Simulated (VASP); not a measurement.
# BAs (lda) (F-43m) in VASP: further runs, part 2 of 3

VASP 6.6.1. Earlier steps stand in the parts before.

### 3 Single point, LDA

INCAR reads:

```
PREC     = Accurate       # precision mode
ENCUT    = 500            # plane-wave cutoff, eV
EDIFF    = 1E-6           # SCF threshold, eV
ISMEAR   = 0              # smearing method
SIGMA    = 0.02           # smearing width, eV
LREAL    = F              # projectors in reciprocal space
LASPH    = T              # aspherical terms in the spheres
NELM     = 120            # most SCF steps
ALGO     = Normal         # electronic algorithm
ISIF     = 2              # what is computed and relaxed
LWAVE    = F              # write WAVECAR
LCHARG   = T              # write CHGCAR
GGA      = CA             # functional
LELF     = T              # ELF
LVHAR    = T            
NBANDS   = 11             # bands
GGA_COMPAT= F
```

KPOINTS reads:

```
Automatic mesh
0
Gamma
  10 10 10
```

POSCAR reads:

```
BAs
1.0
    0.0000000000      2.2835970547      2.2835970547
    2.2835970547      0.0000000000      2.2835970547
    2.2835970547      2.2835970547      0.0000000000
B As
1 1
Direct
    0.0000000000      0.0000000000      0.0000000000
    0.2500000000      0.2500000000      0.2500000000
```

Potentials or basis: VASP PAW LDA potentials, release 64 (B, As).

Launch:

```
$ cat potpaw_LDA.64/B/POTCAR potpaw_LDA.64/As/POTCAR > POTCAR
$ mpirun -np 1 vasp_std > vasp.out
```

OUTCAR:

```text
PREC = Accurate
   ENCUT = 500
   EDIFF = 1E-6
   ISMEAR = 0
   LREAL = F
   LASPH = T
   NELM = 120
   ISIF = 2
   GGA = CA

 ion  position               nearest neighbor table
   1  0.000  0.000  0.000-   2 1.98   2 1.98   2 1.98   2 1.98
   2  0.250  0.250  0.250-   1 1.98   1 1.98   1 1.98   1 1.98

  LATTYP: Found a face centered cubic cell.
 ALAT       =     4.5671941094

  Lattice vectors:

 A1 = (   0.0000000000,   2.2835970547,   2.2835970547)
 A2 = (   2.2835970547,   0.0000000000,   2.2835970547)
 A3 = (   2.2835970547,   2.2835970547,   0.0000000000)

Analysis of symmetry for initial positions (statically):
=====================================================================
 Subroutine PRICEL returns:
 Original cell was already a primitive cell.

 Routine SETGRP: Setting up the symmetry group for a
 face centered cubic supercell.

 Subroutine GETGRP returns: Found 24 space group operations
 (whereof 24 operations were pure point group operations)
 out of a pool of 48 trial point group operations.

The static configuration has the point symmetry T_d .

Analysis of symmetry for dynamics (positions and initial velocities):
=====================================================================
 Subroutine PRICEL returns:
 Original cell was already a primitive cell.

 Routine SETGRP: Setting up the symmetry group for a
 face centered cubic supercell.

 Subroutine GETGRP returns: Found 24 space group operations
 (whereof 24 operations were pure point group operations)
 out of a pool of 48 trial point group operations.

The dynamic configuration has the point symmetry T_d .

 Subroutine INISYM returns: Found 24 space group operations
 (whereof 24 operations are pure point group operations),
 and found     1 'primitive' translations

----------------------------------------------------------------------------------------

                                     Primitive cell

  volume of cell :      23.8171

  direct lattice vectors                    reciprocal lattice vectors
     0.000000000  2.283597055  2.283597055    -0.218952813  0.218952813  0.218952813
     2.283597055  0.000000000  2.283597055     0.218952813 -0.218952813  0.218952813
     2.283597055  2.283597055  0.000000000     0.218952813  0.218952813 -0.218952813

  length of vectors
     3.229493926  3.229493926  3.229493926     0.379237397  0.379237397  0.379237397

  position of ions in fractional coordinates (direct lattice)
     0.000000000  0.000000000  0.000000000
     0.250000000  0.250000000  0.250000000

  ion indices of the primitive-cell ions
   primitive index   ion index
                 1           1
                 2           2

----------------------------------------------------------------------------------------

 KPOINTS: Automatic mesh

Automatic generation of k-mesh.
 Grid dimensions read from file:
 generate k-points for:   10   10   10

 Generating k-lattice:

  Cartesian coordinates                     Fractional coordinates (reciprocal lattice)
    -0.021895281  0.021895281  0.021895281     0.100000000  0.000000000  0.000000000
     0.021895281 -0.021895281  0.021895281     0.000000000  0.100000000  0.000000000
     0.021895281  0.021895281 -0.021895281     0.000000000  0.000000000  0.100000000

  Length of vectors
     0.037923740  0.037923740  0.037923740

  Shift w.r.t. Gamma in fractional coordinates (k-lattice)
     0.000000000  0.000000000  0.000000000

 Subroutine IBZKPT returns following result:
 ===========================================

 Found     47 irreducible k-points:

 Following reciprocal coordinates:
            Coordinates               Weight
  0.000000  0.000000  0.000000      1.000000
  0.100000  0.000000  0.000000      8.000000
  0.200000  0.000000  0.000000      8.000000
  0.300000  0.000000  0.000000      8.000000
  0.400000  0.000000  0.000000      8.000000
  0.500000  0.000000  0.000000      4.000000
[... 16 lines left out ...]
  0.300000  0.300000  0.000000      6.000000
  0.400000  0.300000  0.000000     24.000000
 [... further k-points ...]
   k-points           NKPTS =     47   k-points in BZ     NKDIM =     47   number of bands    NBANDS=     11
   number of dos      NEDOS =    301   number of ions     NIONS =      2
   total plane-waves  NPLWV =  13824
   dimension x,y,z NGX =    24 NGY =   24 NGZ =   24
   dimension x,y,z NGXF=    48 NGYF=   48 NGZF=   48
   ions per type =               1   1
   NGX,Y,Z   is equivalent  to a cutoff of  12.35, 12.35, 12.35 a.u.
   NGXF,Y,Z  is equivalent  to a cutoff of  24.71, 24.71, 24.71 a.u.
 SYSTEM =  unknown system
   PREC   = accura    normal or accurate (medium, high low for compatibility)
   ISTART =      0    job   : 0-new  1-cont  2-samecut
   ICHARG =      2    charge: 1-file 2-atom 10-const
   ISPIN  =      1    spin polarized calculation?
   LNONCOLLINEAR =      F non collinear calculations
   LSORBIT =      F    spin-orbit coupling
   LASPH  =      T    aspherical Exc in radial PAW
   ENCUT  =  500.0 eV  36.75 Ry    6.06 a.u.   5.89  5.89  5.89*2*pi/ulx,y,z
   NELM   =    120;   NELMIN=  2; NELMDL= -5     # of ELM steps
   EDIFF  = 0.1E-05   stopping-criterion for ELM
   LREAL  =      F    real-space projection
   EDIFFG = 0.1E-04   stopping-criterion for IOM
   NSW    =      0    number of steps for IOM
   IBRION =     -1    ionic relax: 0-MD 1-quasi-New 2-CG
   NFREE  =      0    steps in history (QN), initial steepest desc. (CG)
   ISIF   =      2    stress and relaxation
   ISYM   =      2    0-nonsym 1-usesym 2-fastsym
   POTIM  = 0.5000    time-step for ionic-motion
   TEBEG  =    0.0;   TEEND  =   0.0 temperature during run
   PSTRESS=    0.0 pullay stress
   NELECT =       8.0000    total number of electrons
   NUPDOWN=      -1.0000    fix difference up-down
   EMIN   =  10.00;   EMAX   =-10.00  energy-range for DOS
   EFERMI =   0.00;   METHOD = LEGACY
   ISMEAR =     0;   SIGMA  =   0.02  broadening in eV -4-tet -1-fermi 0-gaus
   EFERMI_NEDOS =   21; number of points for ismear=-14 and -15
   IALGO  =     38    algorithm
   IMIX   =      4    mixing-type and parameters
     AMIX     =   0.40;   BMIX     =  1.00
     AMIX_MAG =   1.60;   BMIX_MAG =  1.00
  volume/ion in A,a.u.               =      11.91        80.36
  Fermi-wavevector in a.u.,A,eV,Ry     =   1.137999  2.150507 17.620124  1.295043
  Thomas-Fermi vector in A             =   2.274704
   LORBIT       =      0    0 simple, 1 ext, 2 COOP (PROOUT), +10 PAW based schemes
   GGA     = CA    functional components
   LHFCALC =     F    Hartree Fock is set to
   AEXX    =    0.0000 exact exchange contribution
   IVDW    =     0    specifies the selected vdW correction
   LEPSILON=     F    determine dielectric tensor
   LRPA    =     F    only Hartree local field effects (RPA)
 non-spin polarized calculation
 Gauss-broadening in eV      SIGMA  =   0.02
  energy-cutoff  :      500.00
  volume of cell :       23.82
 maximum number of plane-waves:       620
   NGX = 11   NGY = 11   NGZ = 11

 number of electron       7.9999999 magnetization

 Free energy of the ion-electron system (eV)
  ---------------------------------------------------
  ext. energy  EPLUGINS =         0.00000000
  ---------------------------------------------------
  free energy    TOTEN  =       -12.75635699 eV

  energy without entropy =      -12.75635699  energy(sigma->0) =      -12.75635699

 E-fermi :   7.8994     XC(G=0): -11.3546

 val. band max:        7.7666338735   @ k =   0.0000   0.0000   0.0000
 cond. band min:       8.7634131041   @ k =   0.4000   0.4000   0.0000
 fundamental gap:      0.9967792306
 Fermi energy:         7.8993561541

 k-point     1 :       0.0000    0.0000    0.0000
  band No.  band energies     occupation
      1      -8.9046      2.00000
      2       7.7666      2.00000
      3       7.7666      2.00000
      4       7.7666      2.00000
      5      11.2053      0.00000
      6      11.2053      0.00000
      7      11.2053      0.00000
      8      14.2359      0.00000
      9      17.8620      0.00000
     10      21.3832      0.00000
     11      21.3832      0.00000
[... 309 lines left out ...]
 k-point    24 :       0.4000    0.3000    0.0000
  band No.  band energies     occupation
      1      -5.8984      2.00000
      2       0.9872      2.00000
      3       3.2088      2.00000
      4       3.7729      2.00000
      5       9.3516      0.00000
      6      11.1227      0.00000
      7      17.5435      0.00000
      8      17.6700      0.00000
      9      20.8835      0.00000
     10      24.6028      0.00000
     11      25.2610      0.00000

 [... further k-points ...]
[... 5 lines left out ...]
  --------------------------------------------------------------------------------------
  -------------------------------------------------------------------------------------
  Total        3.1123084      3.1123084      3.1123084     -0.0000000      0.0000000      0.0000000
  in kB      209.3653387    209.3653387    209.3653387     -0.0000000      0.0000000      0.0000000
  external PRESSURE =     209.3653387 kB  Pullay stress =       0.0000000 kB

 VOLUME and BASIS-vectors are now :
 -----------------------------------------------------------------------------
  energy-cutoff  :      500.00
  volume of cell :       23.82
      direct lattice vectors                 reciprocal lattice vectors
     0.000000000  2.283597055  2.283597055    -0.218952813  0.218952813  0.218952813
     2.283597055  0.000000000  2.283597055     0.218952813 -0.218952813  0.218952813
     2.283597055  2.283597055  0.000000000     0.218952813  0.218952813 -0.218952813

 POSITION                                       TOTAL-FORCE (eV/Angst)
 -----------------------------------------------------------------------------------
      0.00000      0.00000      0.00000        -0.000000     -0.000000     -0.000000
      1.14180      1.14180      1.14180         0.000000      0.000000      0.000000
 -----------------------------------------------------------------------------------
    total drift:                                0.000000      0.000000      0.000000

  FREE ENERGIE OF THE ION-ELECTRON SYSTEM (eV)
  ---------------------------------------------------
  free  energy   TOTEN  =       -12.7563569874 eV

  energy  without entropy=      -12.7563569874  energy(sigma->0) =      -12.75635699
```

Run time: 5.9 s. Hardware: 1 thread of Intel Xeon Platinum 8488C (Sapphire Rapids), shared host; peak memory 0.13 GiB.

Results:

| Quantity | Value |
| --- | --- |
| Free energy | -12.7564 eV |
| Pressure | 20.9 GPa |
| Band gap on the k mesh | 1.00 eV, indirect (least direct gap 3.44 eV) |

A k mesh can miss the band edges.

(Part 2 of 3 ends here.)
